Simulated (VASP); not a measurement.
# NbB2 (P6/mmm) in VASP: vibrations by perturbation theory with LDA

Aim: the vibrations by perturbation theory of NbB2 with LDA.

All numbers are computed with VASP 6.6.1; they aren't measurements. Logs are shortened: lines on timing, memory, paths and dates and some standing lists are left out, and cuts for length are marked.

### 1 The cell of the first run

It takes space group P6/mmm (No. 191, hexagonal). Conventional cell: a = 3.074 Å, b = 3.074 Å, c = 3.279 Å, α = 90.00°, β = 90.00°, γ = 120.00°. Within 3.3 Å of Nb (site symmetry 6/mmm) lie 12 B at 2.42 Å and 8 Nb at 3.07 to 3.28 Å. Within 2.5 Å of B (site symmetry -6m2) lie 3 B at 1.77 Å and 6 Nb at 2.42 Å.

### 2 Vibrations by perturbation theory, LDA

INCAR reads:

```
PREC = Accurate
ENCUT = 500
EDIFF = 1E-8
ISMEAR = -1
SIGMA = 0.15
LREAL = F
LASPH = T
NELM = 120
ALGO = Normal
ISIF = 2
LWAVE = F
LCHARG = F
NBANDS = 16
IBRION = 8
NSW = 1
GGA_COMPAT = F
```

KPOINTS reads:

```
Automatic mesh
0
Gamma
  15 15 12
```

POSCAR reads:

```
NbB2
1.0
    3.0740038336      0.0000000000      0.0000000000
   -1.5370019168      2.6621654112      0.0000000000
    0.0000000000      0.0000000000      3.2790124869
Nb B
1 2
Direct
    0.0000000000      0.0000000000      0.0000000000
    0.3333333333      0.6666666667      0.5000000000
    0.6666666667      0.3333333333      0.5000000000
```

Potentials or basis: VASP PAW LDA potentials, release 64 (Nb_sv, B).

Started as:

```
cat potpaw_LDA.64/Nb_sv/POTCAR potpaw_LDA.64/B/POTCAR > POTCAR
mpirun -np 1 vasp_std > vasp.out
```

OUTCAR:

```text
PREC = Accurate
   ENCUT = 500
   EDIFF = 1E-8
   ISMEAR = -1
   LREAL = F
   LASPH = T
   NELM = 120
   ISIF = 2
   IBRION = 8
   NSW = 1

 ion  position               nearest neighbor table
   1  0.000  0.000  0.000-   2 2.42   3 2.42   2 2.42   3 2.42   2 2.42   2 2.42   3 2.42   3 2.42
                             3 2.42   3 2.42   2 2.42   2 2.42
   2  0.333  0.667  0.500-   3 1.77   3 1.77   3 1.77   1 2.42   1 2.42   1 2.42   1 2.42   1 2.42
                             1 2.42
   3  0.667  0.333  0.500-   2 1.77   2 1.77   2 1.77   1 2.42   1 2.42   1 2.42   1 2.42   1 2.42
                             1 2.42

  LATTYP: Found a hexagonal cell.
 ALAT       =     3.0740038336
 C/A-ratio  =     1.0666910858

  Lattice vectors:

 A1 = (   3.0740038336,   0.0000000000,   0.0000000000)
 A2 = (  -1.5370019168,   2.6621654112,   0.0000000000)
 A3 = (   0.0000000000,   0.0000000000,   3.2790124869)

Analysis of symmetry for initial positions (statically):
=====================================================================
 Subroutine PRICEL returns:
 Original cell was already a primitive cell.

 Routine SETGRP: Setting up the symmetry group for a
 hexagonal supercell.

 Subroutine GETGRP returns: Found 24 space group operations
 (whereof 24 operations were pure point group operations)
 out of a pool of 24 trial point group operations.

The static configuration has the point symmetry D_6h.

Analysis of symmetry for dynamics (positions and initial velocities):
=====================================================================
 Subroutine PRICEL returns:
 Original cell was already a primitive cell.

 Routine SETGRP: Setting up the symmetry group for a
 hexagonal supercell.

 Subroutine GETGRP returns: Found 24 space group operations
 (whereof 24 operations were pure point group operations)
 out of a pool of 24 trial point group operations.

The dynamic configuration has the point symmetry D_6h.

 Subroutine INISYM returns: Found 24 space group operations
 (whereof 24 operations are pure point group operations),
 and found     1 'primitive' translations

----------------------------------------------------------------------------------------

                                     Primitive cell

  volume of cell :      26.8338

  direct lattice vectors                    reciprocal lattice vectors
     3.074003834  0.000000000  0.000000000     0.325308638  0.187817030  0.000000000
    -1.537001917  2.662165411  0.000000000     0.000000000  0.375634059  0.000000000
     0.000000000  0.000000000  3.279012487     0.000000000  0.000000000  0.304969866

  length of vectors
     3.074003834  3.074003834  3.279012487     0.375634059  0.375634059  0.304969866

  position of ions in fractional coordinates (direct lattice)
     0.000000000  0.000000000  0.000000000
     0.333333333  0.666666667  0.500000000
     0.666666667  0.333333333  0.500000000

  ion indices of the primitive-cell ions
   primitive index   ion index
                 1           1
                 2           2
                 3           3

----------------------------------------------------------------------------------------

 KPOINTS: Automatic mesh

Automatic generation of k-mesh.
 Grid dimensions read from file:
 generate k-points for:   15   15   12

 Generating k-lattice:

  Cartesian coordinates                     Fractional coordinates (reciprocal lattice)
     0.021687243  0.012521135  0.000000000     0.066666667 -0.000000000  0.000000000
     0.000000000  0.025042271  0.000000000     0.000000000  0.066666667  0.000000000
     0.000000000  0.000000000  0.025414156     0.000000000  0.000000000  0.083333333

  Length of vectors
     0.025042271  0.025042271  0.025414156

  Shift w.r.t. Gamma in fractional coordinates (k-lattice)
     0.000000000  0.000000000  0.000000000

 Subroutine IBZKPT returns following result:
 ===========================================

 Found    189 irreducible k-points:
[... 40 lines left out ...]
   ISPIN  =      1    spin polarized calculation?
   LNONCOLLINEAR =      F non collinear calculations
   LSORBIT =      F    spin-orbit coupling
   LASPH  =      T    aspherical Exc in radial PAW
   ENCUT  =  500.0 eV  36.75 Ry    6.06 a.u.   5.60  5.60  5.98*2*pi/ulx,y,z
   NELM   =    120;   NELMIN=  2; NELMDL= -5     # of ELM steps
   EDIFF  = 0.1E-07   stopping-criterion for ELM
   LREAL  =      F    real-space projection
   EDIFFG = 0.1E-06   stopping-criterion for IOM
   NSW    =      1    number of steps for IOM
   IBRION =      8    ionic relax: 0-MD 1-quasi-New 2-CG
   NFREE  =      0    steps in history (QN), initial steepest desc. (CG)
   ISIF   =      2    stress and relaxation
   ISYM   =      2    0-nonsym 1-usesym 2-fastsym
   POTIM  = 0.5000    time-step for ionic-motion
   TEBEG  =    0.0;   TEEND  =   0.0 temperature during run
   PSTRESS=    0.0 pullay stress
   NELECT =      19.0000    total number of electrons
   NUPDOWN=      -1.0000    fix difference up-down
   EMIN   =  10.00;   EMAX   =-10.00  energy-range for DOS
   EFERMI =   0.00;   METHOD = LEGACY
   ISMEAR =    -1;   SIGMA  =   0.15  broadening in eV -4-tet -1-fermi 0-gaus
   EFERMI_NEDOS =   21; number of points for ismear=-14 and -15
   IALGO  =     38    algorithm
   IMIX   =      4    mixing-type and parameters
     AMIX     =   0.40;   BMIX     =  1.00
     AMIX_MAG =   1.60;   BMIX_MAG =  1.00
  volume/ion in A,a.u.               =       8.94        60.36
  Fermi-wavevector in a.u.,A,eV,Ry     =   1.459145  2.757385 28.968230  2.129105
  Thomas-Fermi vector in A             =   2.575747
   LORBIT       =      0    0 simple, 1 ext, 2 COOP (PROOUT), +10 PAW based schemes
   GGA     = CA    functional components
   LHFCALC =     F    Hartree Fock is set to
   AEXX    =    0.0000 exact exchange contribution
   IVDW    =     0    specifies the selected vdW correction
   LEPSILON=     F    determine dielectric tensor
   LRPA    =     F    only Hartree local field effects (RPA)
 non-spin polarized calculation
  energy-cutoff  :      500.00
  volume of cell :       26.83
 maximum number of plane-waves:       702
 NGX is ok and might be reduce to    24
   NGX = 11   NGY = 11   NGZ = 11

--------------------------------------- Ionic step        1  -------------------------------------------

 number of electron      19.0000000 magnetization

 Free energy of the ion-electron system (eV)
  ---------------------------------------------------
  ext. energy  EPLUGINS =         0.00000000
  ---------------------------------------------------
  free energy    TOTEN  =       -28.58876432 eV

  energy without entropy =      -28.51741489  energy(sigma->0) =      -28.55308960

 E-fermi :  12.9232     XC(G=0): -13.3669

 val. band max:       12.9047073595   @ k =   0.2667   0.2000   0.2500
 cond. band min:      12.9343196780   @ k =   0.0000   0.0000   0.1667
 fundamental gap:      0.0296123185
 Fermi energy:        12.9232058065

 k-point     1 :       0.0000    0.0000    0.0000
  band No.  band energies     occupation
      1     -42.4889      2.00000
      2     -18.8490      2.00000
      3     -18.3672      2.00000
      4     -18.3672      2.00000
      5      -1.4006      2.00000
      6       8.4709      2.00000
[... 433 lines left out ...]
      3     -18.7444      2.00000
      4     -18.6927      2.00000
      5       2.9838      2.00000
      6       3.4200      2.00000
[... 8 lines left out ...]
     15      21.6534      0.00000
     16      22.3861      0.00000

 [... further k-points ...]
[... 5 lines left out ...]
  --------------------------------------------------------------------------------------
  -------------------------------------------------------------------------------------
  Total        0.0207356      0.0207356     -0.0101963      0.0000000     -0.0000000      0.0000000
  in kB        1.2380655      1.2380655     -0.6087936      0.0000000     -0.0000000      0.0000000
  external PRESSURE =       0.6224458 kB  Pullay stress =       0.0000000 kB

 VOLUME and BASIS-vectors are now :
 -----------------------------------------------------------------------------
  energy-cutoff  :      500.00
  volume of cell :       26.83
      direct lattice vectors                 reciprocal lattice vectors
     3.074003834  0.000000000  0.000000000     0.325308638  0.187817030  0.000000000
    -1.537001917  2.662165411  0.000000000     0.000000000  0.375634059  0.000000000
     0.000000000  0.000000000  3.279012487     0.000000000  0.000000000  0.304969866

 POSITION                                       TOTAL-FORCE (eV/Angst)
 -----------------------------------------------------------------------------------
      0.00000      0.00000      0.00000         0.000000      0.000000      0.000000
     -0.00000      1.77478      1.63951         0.000000     -0.000000     -0.000000
      1.53700      0.88739      1.63951        -0.000000      0.000000      0.000000
 -----------------------------------------------------------------------------------
    total drift:                               -0.000000      0.000000      0.000000

  FREE ENERGIE OF THE ION-ELECTRON SYSTEM (eV)
  ---------------------------------------------------
  free  energy   TOTEN  =       -28.5887643192 eV

  energy  without entropy=      -28.5174148864  energy(sigma->0) =      -28.55308960

[... ionic steps 2 to 3 ...]

--------------------------------------- Ionic step        4  -------------------------------------------

------------------------ aborting loop because EDIFF is reached ----------------------------------------
[... 11 lines left out ...]
[... ionic steps 8 to 8 ...]

--------------------------------------- Ionic step        9  -------------------------------------------

 Free energy of the ion-electron system (eV)
  ---------------------------------------------------
  ---------------------------------------------------
  free energy    TOTEN  =        -0.04565836 eV

  energy without entropy =       -0.04565835

------------------------ aborting loop because EDIFF is reached ----------------------------------------

 INTERNAL STRAIN TENSOR  FOR ION    2  DIRECTION 3   (eV/Angst):
 -----------------------------------------------------------------------------
    -0.00043  0.00000  0.00000
     0.00000 -0.00043 -0.00000
     0.00000  0.00000 -0.00515

 INTERNAL STRAIN TENSOR FOR ION    3 for displacements in x,y,z  (eV/Angst):
          X           Y           Z          XY          YZ          ZX
  --------------------------------------------------------------------------------
  x     0.00000     0.00000     0.00000    -0.73262     0.00000     0.00000
  y    -0.73262     0.73262     0.00000     0.00000     0.00000     0.00000
  z     0.00000     0.00000     0.00000     0.00000     0.00000     0.00000

 SECOND DERIVATIVES (NOT SYMMETRIZED)
 ------------------------------------
               1X          1Y          1Z          2X          2Y          2Z          3X          3Y          3Z
  1X   -12.119593    0.000000    0.000000    6.059797    0.000000    0.000000    6.059797    0.000000    0.000000
  1Y     0.000000  -12.119593    0.000000    0.000000    6.059797    0.000000    0.000000    6.059797    0.000000
  1Z     0.000000   -0.000000  -15.940509    0.000000   -0.000000    7.970255   -0.000000   -0.000000    7.970255
  2X     6.034762    0.000000    0.000000  -16.256976    0.000000    0.000000   10.222215   -0.000000    0.000000
  2Y    -0.000000    6.034762    0.000000    0.000000  -16.256976    0.000000    0.000000   10.222215    0.000000
  2Z     0.000000   -0.000000    7.901375    0.000000   -0.000000  -10.282254    0.000000    0.000000    2.380879
  3X     6.034762    0.000000    0.000000   10.222215   -0.000000    0.000000  -16.256976    0.000000    0.000000
  3Y    -0.000000    6.034762    0.000000    0.000000   10.222215    0.000000    0.000000  -16.256976    0.000000
  3Z     0.000000   -0.000000    7.901375    0.000000    0.000000    2.380879    0.000000   -0.000000  -10.282254

 Eigenvectors and eigenvalues of the dynamical matrix
 ----------------------------------------------------

   1 f  =   24.466404 THz   153.726952 2PiTHz  816.111403 cm-1   101.184872 meV
             X         Y         Z           dx          dy          dz
      0.000000  0.000000  0.000000     0.000000   -0.000000   -0.000000
     -0.000000  1.774777  1.639506    -0.707107   -0.000000    0.000000
      1.537002  0.887388  1.639506     0.707107    0.000000   -0.000000
[... 43 lines left out ...]
   9 f/i=    0.025290 THz     0.158904 2PiTHz    0.843595 cm-1     0.104592 meV
             X         Y         Z           dx          dy          dz
      0.000000  0.000000  0.000000    -0.000000    0.000000    0.899933
     -0.000000  1.774777  1.639506    -0.000000    0.000000    0.308318
      1.537002  0.887388  1.639506    -0.000000    0.000000    0.308318

--------------------------------------------------------------------------------------------------------

 ELASTIC MODULI CONTR FROM IONIC RELAXATION (kBar)
 Direction    XX          YY          ZZ          XY          YZ          ZX
 --------------------------------------------------------------------------------
 XX          -2.4205      2.4205      0.0000      0.0000      0.0000      0.0000
 YY           2.4205     -2.4205      0.0000     -0.0000      0.0000      0.0000
 ZZ           0.0000      0.0000      0.0000      0.0000      0.0000      0.0000
 XY           0.0000     -0.0000      0.0000     -2.4205      0.0000      0.0000
 YZ           0.0000      0.0000      0.0000      0.0000      0.0000      0.0000
 ZX           0.0000      0.0000      0.0000      0.0000      0.0000      0.0000
 --------------------------------------------------------------------------------
```

It took 22 min on 1 thread of AMD EPYC 7R13, shared host; peak memory 0.71 GiB.

What came out:

| Property | Result |
| --- | --- |
| Highest phonon frequency at Γ | 816 cm⁻¹ |

Phonon frequencies in cm⁻¹ (negative: imaginary):
| q point | frequencies |
| --- | --- |
| (0.000, 0.000, 0.000) | -1 0 0 433 433 495 564 816 816 |
